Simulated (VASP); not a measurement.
# LaP (lda) (Pm-3m) in VASP: further runs

The runs below take LaP (lda) through single point, relaxation of cell and atoms, with LDA.

Program: VASP 6.6.1. These are calculated values, not measurements. Logs are shortened: lines on timing, memory, paths and dates and some standing lists are left out, and cuts for length are marked.

## Step 1: The cell of the first run

It takes space group Pm-3m (No. 221, cubic). Conventional cell: a = 3.365 Å, b = 3.365 Å, c = 3.365 Å, α = 90.00°, β = 90.00°, γ = 90.00°. La (site symmetry m-3m) has 8 P at 2.91 Å and 6 La at 3.37 Å within 3.8 Å. P (site symmetry m-3m) has 8 La at 2.91 Å and 6 P at 3.37 Å within 3.8 Å.

## Step 2: Single point, LDA

Contents of INCAR:

```
SYSTEM = LaP
PREC = Accurate
ENCUT = 520
EDIFF = 1E-7
ISMEAR = 0
SIGMA = 0.1
LREAL = .False.
LASPH = .True.
NELM = 100
ALGO = Normal
ISIF = 2
LWAVE = .False.
LCHARG = .False.
NBANDS = 15
```

Contents of KPOINTS:

```
regular mesh
0
Gamma
  12 12 12
  0 0 0
```

Contents of POSCAR:

```
LaP
1.0
    3.3653667811      0.0000000000      0.0000000000
    0.0000000000      3.3653667811      0.0000000000
    0.0000000000      0.0000000000      3.3653667811
La P
1 1
Direct
    0.0000000000      0.0000000000      0.0000000000
    0.5000000000      0.5000000000      0.5000000000
```

Potentials or basis: VASP PAW LDA potentials, release 64 (La, P).

The run is started by

```console
$ cat potpaw_LDA.64/La/POTCAR potpaw_LDA.64/P/POTCAR > POTCAR
$ mpirun -np 1 vasp_std > vasp.out
```

OUTCAR:

```text
SYSTEM = LaP
   PREC = Accurate
   ENCUT = 520
   EDIFF = 1E-7
   ISMEAR = 0
   LREAL = .False.
   LASPH = .True.
   NELM = 100
   ISIF = 2

 ion  position               nearest neighbor table
   1  0.000  0.000  0.000-   2 2.91   2 2.91   2 2.91   2 2.91   2 2.91   2 2.91   2 2.91   2 2.91

   2  0.500  0.500  0.500-   1 2.91   1 2.91   1 2.91   1 2.91   1 2.91   1 2.91   1 2.91   1 2.91

  LATTYP: Found a simple cubic cell.
 ALAT       =     3.3653667811

  Lattice vectors:

 A1 = (   3.3653667811,   0.0000000000,   0.0000000000)
 A2 = (   0.0000000000,   3.3653667811,   0.0000000000)
 A3 = (   0.0000000000,   0.0000000000,   3.3653667811)

Analysis of symmetry for initial positions (statically):
=====================================================================
 Subroutine PRICEL returns:
 Original cell was already a primitive cell.

 Routine SETGRP: Setting up the symmetry group for a
 simple cubic supercell.

 Subroutine GETGRP returns: Found 48 space group operations
 (whereof 48 operations were pure point group operations)
 out of a pool of 48 trial point group operations.

The static configuration has the point symmetry O_h .

Analysis of symmetry for dynamics (positions and initial velocities):
=====================================================================
 Subroutine PRICEL returns:
 Original cell was already a primitive cell.

 Routine SETGRP: Setting up the symmetry group for a
 simple cubic supercell.

 Subroutine GETGRP returns: Found 48 space group operations
 (whereof 48 operations were pure point group operations)
 out of a pool of 48 trial point group operations.

The dynamic configuration has the point symmetry O_h .

 Subroutine INISYM returns: Found 48 space group operations
 (whereof 48 operations are pure point group operations),
 and found     1 'primitive' translations

----------------------------------------------------------------------------------------

                                     Primitive cell

  volume of cell :      38.1151

  direct lattice vectors                    reciprocal lattice vectors
     3.365366781  0.000000000  0.000000000     0.297144432  0.000000000  0.000000000
     0.000000000  3.365366781  0.000000000     0.000000000  0.297144432  0.000000000
     0.000000000  0.000000000  3.365366781     0.000000000  0.000000000  0.297144432

  length of vectors
     3.365366781  3.365366781  3.365366781     0.297144432  0.297144432  0.297144432

  position of ions in fractional coordinates (direct lattice)
     0.000000000  0.000000000  0.000000000
     0.500000000  0.500000000  0.500000000

  ion indices of the primitive-cell ions
   primitive index   ion index
                 1           1
                 2           2

----------------------------------------------------------------------------------------

 KPOINTS: regular mesh

Automatic generation of k-mesh.
 Grid dimensions read from file:
 generate k-points for:   12   12   12

 Generating k-lattice:

  Cartesian coordinates                     Fractional coordinates (reciprocal lattice)
     0.024762036  0.000000000  0.000000000     0.083333333  0.000000000  0.000000000
     0.000000000  0.024762036  0.000000000     0.000000000  0.083333333  0.000000000
     0.000000000  0.000000000  0.024762036     0.000000000  0.000000000  0.083333333

  Length of vectors
     0.024762036  0.024762036  0.024762036

  Shift w.r.t. Gamma in fractional coordinates (k-lattice)
     0.000000000  0.000000000  0.000000000

 Subroutine IBZKPT returns following result:
 ===========================================

 Found     84 irreducible k-points:

 Following reciprocal coordinates:
            Coordinates               Weight
  0.000000  0.000000  0.000000      1.000000
  0.083333  0.000000  0.000000      6.000000
  0.166667  0.000000  0.000000      6.000000
  0.250000  0.000000  0.000000      6.000000
  0.333333  0.000000  0.000000      6.000000
  0.416667  0.000000  0.000000      6.000000
[... 16 lines left out ...]
  0.333333  0.333333  0.000000     12.000000
  0.416667  0.333333  0.000000     24.000000
 [... further k-points ...]
   k-points           NKPTS =     84   k-points in BZ     NKDIM =     84   number of bands    NBANDS=     15
   number of dos      NEDOS =    301   number of ions     NIONS =      2
   total plane-waves  NPLWV =  21952
   dimension x,y,z NGX =    28 NGY =   28 NGZ =   28
   dimension x,y,z NGXF=    56 NGYF=   56 NGZF=   56
   ions per type =               1   1
   NGX,Y,Z   is equivalent  to a cutoff of  13.83, 13.83, 13.83 a.u.
   NGXF,Y,Z  is equivalent  to a cutoff of  27.66, 27.66, 27.66 a.u.
 SYSTEM =  LaP
   PREC   = accura    normal or accurate (medium, high low for compatibility)
   ISTART =      0    job   : 0-new  1-cont  2-samecut
   ICHARG =      2    charge: 1-file 2-atom 10-const
   ISPIN  =      1    spin polarized calculation?
   LNONCOLLINEAR =      F non collinear calculations
   LSORBIT =      F    spin-orbit coupling
   LASPH  =      T    aspherical Exc in radial PAW
   ENCUT  =  520.0 eV  38.22 Ry    6.18 a.u.   6.26  6.26  6.26*2*pi/ulx,y,z
   NELM   =    100;   NELMIN=  2; NELMDL= -5     # of ELM steps
   EDIFF  = 0.1E-06   stopping-criterion for ELM
   LREAL  =      F    real-space projection
   EDIFFG = 0.1E-05   stopping-criterion for IOM
   NSW    =      0    number of steps for IOM
   IBRION =     -1    ionic relax: 0-MD 1-quasi-New 2-CG
   NFREE  =      0    steps in history (QN), initial steepest desc. (CG)
   ISIF   =      2    stress and relaxation
   ISYM   =      2    0-nonsym 1-usesym 2-fastsym
   POTIM  = 0.5000    time-step for ionic-motion
   TEBEG  =    0.0;   TEEND  =   0.0 temperature during run
   PSTRESS=    0.0 pullay stress
   NELECT =      16.0000    total number of electrons
   NUPDOWN=      -1.0000    fix difference up-down
   EMIN   =  10.00;   EMAX   =-10.00  energy-range for DOS
   EFERMI =   0.00;   METHOD = LEGACY
   ISMEAR =     0;   SIGMA  =   0.10  broadening in eV -4-tet -1-fermi 0-gaus
   EFERMI_NEDOS =   21; number of points for ismear=-14 and -15
   IALGO  =     38    algorithm
   IMIX   =      4    mixing-type and parameters
     AMIX     =   0.40;   BMIX     =  1.00
     AMIX_MAG =   1.60;   BMIX_MAG =  1.00
  volume/ion in A,a.u.               =      19.06       128.61
  Fermi-wavevector in a.u.,A,eV,Ry     =   1.225789  2.316406 20.443555  1.502559
  Thomas-Fermi vector in A             =   2.360814
   LORBIT       =      0    0 simple, 1 ext, 2 COOP (PROOUT), +10 PAW based schemes
   GGA     = CA    functional components
   LHFCALC =     F    Hartree Fock is set to
   AEXX    =    0.0000 exact exchange contribution
   IVDW    =     0    specifies the selected vdW correction
   LEPSILON=     F    determine dielectric tensor
   LRPA    =     F    only Hartree local field effects (RPA)
 non-spin polarized calculation
 Gauss-broadening in eV      SIGMA  =   0.10
  energy-cutoff  :      520.00
  volume of cell :       38.12
 maximum number of plane-waves:      1064
 NGX is ok and might be reduce to    28
   NGX = 13   NGY = 13   NGZ = 13

 number of electron      16.0000000 magnetization

 Free energy of the ion-electron system (eV)
  ---------------------------------------------------
  ext. energy  EPLUGINS =         0.00000000
  ---------------------------------------------------
  free energy    TOTEN  =       -13.70915403 eV

  energy without entropy =      -13.70359982  energy(sigma->0) =      -13.70637692

 E-fermi :  11.0699     XC(G=0): -11.6292

 val. band max:       11.0377544031   @ k =   0.1667   0.1667   0.0000
 cond. band min:      11.0707950061   @ k =   0.1667   0.1667   0.0000
 fundamental gap:      0.0330406030
 Fermi energy:        11.0699354725

 k-point     1 :       0.0000    0.0000    0.0000
  band No.  band energies     occupation
      1     -20.8271      2.00000
      2      -3.8648      2.00000
      3      -3.8648      2.00000
      4      -3.8648      2.00000
      5       0.4384      2.00000
      6       9.6350      2.00000
      7       9.6350      2.00000
      8      11.6621      0.00000
      9      11.6621      0.00000
     10      11.6621      0.00000
     11      14.0488      0.00000
     12      14.0488      0.00000
     13      14.0488      0.00000
     14      14.5597      0.00000
     15      15.4639      0.00000

 k-point     2 :       0.0833    0.0000    0.0000
  band No.  band energies     occupation
      1     -20.8105      2.00000
      2      -4.0956      2.00000
      3      -3.8469      2.00000
      4      -3.8469      2.00000
      5       0.6423      2.00000
      6       9.6778      2.00000
      7       9.6994      2.00000
      8      11.5474      0.00000
      9      11.5474      0.00000
     10      11.5562      0.00000
     11      14.0050      0.00000
     12      14.0397      0.00000
     13      14.0397      0.00000
     14      14.5332      0.00000
     15      15.2718      0.00000

 k-point     3 :       0.1667    0.0000    0.0000
  band No.  band energies     occupation
      1     -20.7647      2.00000
      2      -4.6440      2.00000
      3      -3.7972      2.00000
      4      -3.7972      2.00000
      5       1.1382      2.00000
      6       9.3967      2.00000
      7       9.8887      2.00000
      8      11.2280      0.02544
      9      11.2280      0.02544
     10      11.7569      0.00000
     11      13.8688      0.00000
     12      14.0227      0.00000
     13      14.0227      0.00000
     14      14.4667      0.00000
     15      15.0001      0.00000
[... 343 lines left out ...]
 k-point    23 :       0.3333    0.3333    0.0000
  band No.  band energies     occupation
      1     -20.4558      2.00000
      2      -5.4537      2.00000
      3      -5.2136      2.00000
      4      -3.4765      2.00000
      5       2.0497      2.00000
      6       8.0539      2.00000
      7       9.7471      2.00000
      8      10.8038      1.99983
      9      12.2464      0.00000
     10      13.5883      0.00000
     11      13.7206      0.00000
     12      13.7629      0.00000
     13      14.1558      0.00000
     14      14.4156      0.00000
     15      14.4971      0.00000

 k-point    24 :       0.4167    0.3333    0.0000
  band No.  band energies     occupation
      1     -20.4101      2.00000
      2      -5.6793      2.00000
      3      -5.1909      2.00000
      4      -3.4308      2.00000
      5       1.8423      2.00000
      6       8.3641      2.00000
      7       9.5779      2.00000
      8      10.8809      1.99250
      9      12.1054      0.00000
     10      13.7305      0.00000
     11      13.7635      0.00000
     12      13.9507      0.00000
     13      14.0500      0.00000
     14      14.4037      0.00000
     15      14.5764      0.00000

 [... further k-points ...]

------------------------ aborting loop because EDIFF is reached ----------------------------------------

  FORCE on cell =-STRESS in cart. coord.  units (eV):
  Direction    XX          YY          ZZ          XY          YZ          ZX
  --------------------------------------------------------------------------------------
  -------------------------------------------------------------------------------------
  Total        4.7439321      4.7439321      4.7439321      0.0000000      0.0000000      0.0000000
  in kB      199.4122501    199.4122501    199.4122501      0.0000000      0.0000000      0.0000000
  external PRESSURE =     199.4122501 kB  Pullay stress =       0.0000000 kB

 VOLUME and BASIS-vectors are now :
 -----------------------------------------------------------------------------
  energy-cutoff  :      520.00
  volume of cell :       38.12
      direct lattice vectors                 reciprocal lattice vectors
     3.365366781  0.000000000  0.000000000     0.297144432  0.000000000  0.000000000
     0.000000000  3.365366781  0.000000000     0.000000000  0.297144432  0.000000000
     0.000000000  0.000000000  3.365366781     0.000000000  0.000000000  0.297144432

 POSITION                                       TOTAL-FORCE (eV/Angst)
 -----------------------------------------------------------------------------------
      0.00000      0.00000      0.00000         0.000000      0.000000      0.000000
      1.68268      1.68268      1.68268         0.000000      0.000000      0.000000
 -----------------------------------------------------------------------------------
    total drift:                               -0.000000      0.000000      0.000000

  FREE ENERGIE OF THE ION-ELECTRON SYSTEM (eV)
  ---------------------------------------------------
  free  energy   TOTEN  =       -13.7091540261 eV

  energy  without entropy=      -13.7035998204  energy(sigma->0) =      -13.70637692
```

Wall time 2.6 min (1 thread of AMD EPYC, shared host); peak memory 0.16 GiB.

What came out:

| Quantity | Value |
| --- | --- |
| Free energy | -13.7092 eV |
| Pressure | 19.9 GPa |
| Band gap on the k mesh | zero (band 8 reaches 11.66 eV, above the bottom of band 9 at 10.57 eV) |

Caveat: spin-orbit coupling is left out, which moves the levels of the heavy elements.

## Step 3: Relaxation of cell and atoms, LDA, target pressure 20 GPa, at which the enthalpy is minimised

This run uses another cell than the first one, of 24.06 Å³/atom, 1.262 times its volume.

Contents of INCAR:

```
PREC     = Accurate       # precision mode
ENCUT    = 600            # plane-wave cutoff, eV
EDIFF    = 1E-7           # SCF threshold, eV
ISMEAR   = 0              # smearing method
SIGMA    = 0.1            # smearing width, eV
LREAL    = F              # projectors in reciprocal space
LASPH    = T              # aspherical terms in the spheres
NELM     = 100            # most SCF steps
ALGO     = Normal         # electronic algorithm
ISIF     = 3              # what is computed and relaxed
LWAVE    = F              # write WAVECAR
LCHARG   = F              # write CHGCAR
IBRION   = 2              # ionic algorithm
NSW      = 100            # ionic steps
EDIFFG   = -0.002         # ionic threshold
PSTRESS  = 200.0
```

Contents of KPOINTS:

```
Automatic mesh
0
Gamma
  12 12 12
```

Contents of POSCAR:

```
LaP
1.0
    3.6371784700      0.0000000000      0.0000000000
    0.0000000000      3.6371784700      0.0000000000
    0.0000000000      0.0000000000      3.6371784700
La P
1 1
Direct
    0.0000000000      0.0000000000      0.0000000000
    0.5000000000      0.5000000000      0.5000000000
```

Potentials or basis: VASP PAW LDA potentials, release 64 (La, P).

The run is started by

```console
$ cat potpaw_LDA.64/La/POTCAR potpaw_LDA.64/P/POTCAR > POTCAR
$ mpirun -np 1 vasp_std > vasp.out
```

It took 12 min on 1 thread of AMD EPYC, shared host; peak memory 0.21 GiB.

The run converged. Its results:

| Quantity | Value |
| --- | --- |
| Free energy | -13.7097 eV |
| Relaxed volume | 19.06 Å³/atom |
| Relaxed cell | a = 3.365 Å, b = 3.365 Å, c = 3.365 Å, α = 90.00°, β = 90.00°, γ = 90.00° |
| Space group after relaxing (to 0.05 Å) | Pm-3m (No. 221) |
| Energy change on relaxing (the enthalpy is what falls) | +171.2 meV/atom |
| Ionic steps | 5 |
| Pressure after relaxing | 20.0 GPa |
| Band gap on the k mesh | zero (band 8 reaches 11.66 eV, above the bottom of band 9 at 10.57 eV) |

Step by step:
```csv
step,energy change (eV),largest force (eV/Å),pressure (GPa),volume (Å³)
1,0.0000,0.0000,-4.71,48.12
2,4.4436,0.0000,115.36,26.63
3,0.2354,0.0000,16.35,39.06
4,0.3174,0.0000,19.18,38.31
5,0.3424,0.0000,19.99,38.11
```

Final structure:
```
La P
1.0
     3.36522    0.00000    0.00000
     0.00000    3.36522    0.00000
     0.00000    0.00000    3.36522
La P
1 1
Direct
  0.00000 0.00000 0.00000
  0.50000 0.50000 0.50000
```

Levels at points of the mesh, in eV from the Fermi level:
```csv
k point,band 5,band 6,band 7,band 8,band 9,band 10,band 11,band 12
"(0.00, 0.00, 0.00)",-10.63,-1.44,-1.44,0.59,0.59,0.59,2.98,2.98
"(0.50, 0.00, 0.00)",-7.87,-4.55,-1.10,-1.10,0.07,1.68,2.84,2.98
"(0.50, 0.50, 0.00)",-9.81,-1.53,-1.53,0.17,0.37,2.54,2.54,3.02
"(0.50, 0.50, 0.50)",-8.08,-5.01,-5.01,-5.01,3.13,3.13,3.13,3.56
```

Caveat: the cell is relaxed towards a set pressure, so the enthalpy falls and the energy may rise; the volume moved by over 15 % at a fixed basis, so the end points are rough; spin-orbit coupling is left out, which moves the levels of the heavy elements.
